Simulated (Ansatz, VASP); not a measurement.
**HgH in VASP and in Ansatz**

```
CELL_PARAMETERS angstrom
3.41820 0.00000 0.00000
-1.70910 2.96025 0.00000
0.00000 0.00000 5.63179
ATOMIC_POSITIONS crystal
Hg 0.33333 0.66667 0.75000
Hg 0.66667 0.33333 0.25000
H 0.00000 0.00000 0.00000
H 0.00000 0.00000 0.50000
```

Alike in both runs: task relaxation of cell and atoms; functional PBE; k mesh 15 × 15 × 8; occupations gaussian, width 0.1 eV; no spin polarisation.

|  | VASP | Ansatz |
| --- | --- | --- |
| version | VASP 6.6.1 | Ansatz 0.2.0 |
| potentials or method | VASP PAW PBE potentials, release 64 (Hg, H), cutoff 600 eV | scalar-relativistic, plane waves, PAW |
| valence electrons in the cell | 26 | 42 |

```tsv
	VASP	Ansatz	Ansatz less VASP
gap on the k mesh at the Fermi level, each at its own relaxed structure (eV)	none	none	-
relaxed volume (Å³/atom)	14.76	14.69	-0.069
relaxed cell length with the largest relative difference (Å)	5.413	5.402	-0.0111
```

A gap of «none» marks a metal or a gap that the smearing closes. VASP's potentials hold 26 valence electrons a cell and Ansatz's 42, so a difference there can come from the potentials and not from the codes.

Neither program's run includes spin-orbit coupling.
